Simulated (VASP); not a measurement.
# BN: single point with PBE

BN:

```
B N
1.0
     2.51218    0.00000    0.00000
    -1.25609    2.17561    0.00000
     0.00000    0.00000    8.36947
B N
2 2
Cartesian
  0.0000 1.4504 2.0924
  1.2561 0.7252 6.2771
  0.0000 1.4504 6.2771
  1.2561 0.7252 2.0924
```

```
Program             : VASP 6.6.1
Task                : single point
Functional          : PBE
Potentials or basis : VASP PAW PBE potentials, release 64 (B, N)
Cutoff              : 520 eV
k mesh              : 12 × 12 × 4
Occupations         : gaussian, width 0.02 eV
Spin                : no spin polarisation
```

```json
{"Pressure": "0.1 GPa", "Band gap on the k mesh": "4.39 eV (least direct gap 4.66 eV)"}
```

Stress tensor (GPa, compression positive):
```
 0.12  0.00  0.00
 0.00  0.12  0.00
 0.00  0.00 -0.08
```

Levels at points of the mesh, in eV from the valence-band top:
| k point | band 5 | band 6 | band 7 | band 8 | band 9 | band 10 | band 11 | band 12 |
| --- | --- | --- | --- | --- | --- | --- | --- | --- |
| (0.00, 0.00, 0.00) | -1.35 | -1.35 | -1.35 | -1.35 | 4.39 | 7.73 | 10.04 | 11.51 |
| (0.50, 0.00, 0.00) | -4.12 | -4.12 | -1.01 | -0.78 | 4.58 | 5.01 | 9.43 | 9.86 |
| (0.00, 0.00, 0.50) | -1.35 | -1.35 | -1.35 | -1.35 | 5.67 | 5.67 | 11.51 | 11.51 |
| (0.50, 0.00, 0.50) | -4.12 | -4.12 | -0.90 | -0.90 | 4.77 | 4.77 | 9.69 | 9.69 |

Wall time 64 s on 1 thread of Intel Xeon 8259CL (shared host), peak memory 0.18 GiB.

Caveat: this functional lacks dispersion, which binds layers or chains, so the pressure and a relaxed spacing across them are unreliable. A hybrid or GW would open this gap; PBE tends to underestimate it.
